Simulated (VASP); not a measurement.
**In: single point with PBE**

Crystal: In.

```
In
1.0
    -1.62547    1.62547    2.47370
     1.62547   -1.62547    2.47370
     1.62547    1.62547   -2.47370
In
1
Direct
  0.00000 0.00000 0.00000
```

| Property | Result |
| --- | --- |
| Program | VASP 6.6.1 |
| Task | single point |
| Functional | PBE |
| Potentials or basis | VASP PAW PBE potentials, release 64 (In_d) |
| Cutoff | 520 eV |
| k mesh | 15 × 15 × 15 |
| Occupations | fermi-dirac, width 0.1 eV |
| Spin | no spin polarisation |

```yaml
Pressure: 2.0 GPa
Band_gap_on_the_k_mesh: zero (an odd number of electrons rules out a gap without spin polarisation)
```

Stress tensor (GPa, compression positive):
```
2.11 0.00 0.00
0.00 2.11 0.00
0.00 0.00 1.70
```

Levels at points of the mesh, in eV from the Fermi level:
```csv
k point,band 4,band 5,band 6,band 7,band 8,band 9
"(0.00, 0.00, 0.00)",-14.54,-14.43,-9.57,10.53,10.53,10.70
```

It took 67 s on 1 thread of Intel(R) Xeon(R) Platinum 8259CL CPU @ 2.50GHz (Skylake/Cascade Lake) (shared host), peak memory 0.22 GiB.

Caveat: spin-orbit coupling is left out, which moves the levels of the heavy elements.
